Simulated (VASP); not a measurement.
Input of a VASP 6.6.1 run:

The input POSCAR:

```
MgO
1.0
    0.0000000000      2.1905000000      2.1905000000
    2.1905000000      0.0000000000      2.1905000000
    2.1905000000      2.1905000000      0.0000000000
Mg O
1 1
Direct
    0.0000000000      0.0000000000      0.0000000000
    0.5000000000      0.5000000000      0.5000000000
```

The input INCAR.step1:

```
PREC = Accurate
ENCUT = 520
ISMEAR = -1
SIGMA = 0.15
LREAL = F
LASPH = T
NELM = 60
NBANDS = 11
GGA = PE
ALGO = Normal
EDIFF = 1E-4
LWAVE = T
LCHARG = F
```

Contents of INCAR.step2:

```
PREC = Accurate
ENCUT = 520
EDIFF = 1E-6
ISMEAR = -1
SIGMA = 0.15
LREAL = F
LASPH = T
NELM = 60
ALGO = Normal
ISIF = 2
LWAVE = F
LCHARG = F
METAGGA = R2SCAN
LMIXTAU = T
NBANDS = 11
ISTART = 1
```

File KPOINTS:

```
Automatic mesh
0
Gamma
  8 8 8
```

Potentials or basis: VASP PAW PBE potentials, release 64 (Mg, O).

Command:

```bash
$ cat potpaw_PBE.64/Mg/POTCAR potpaw_PBE.64/O/POTCAR > POTCAR
$ cp INCAR.step1 INCAR
$ mpirun -np 1 vasp_std > vasp.out
$ cp INCAR.step2 INCAR
$ mpirun -np 1 vasp_std > vasp.out
```

(1) Predict the band gap on the k mesh.

(2) What does it give for the pressure?

Results:

(1) 4.49 eV, direct.

(2) -17.0 GPa.

Caveat: the PAW data sets were made with another functional, which shifts forces and pressure a little.
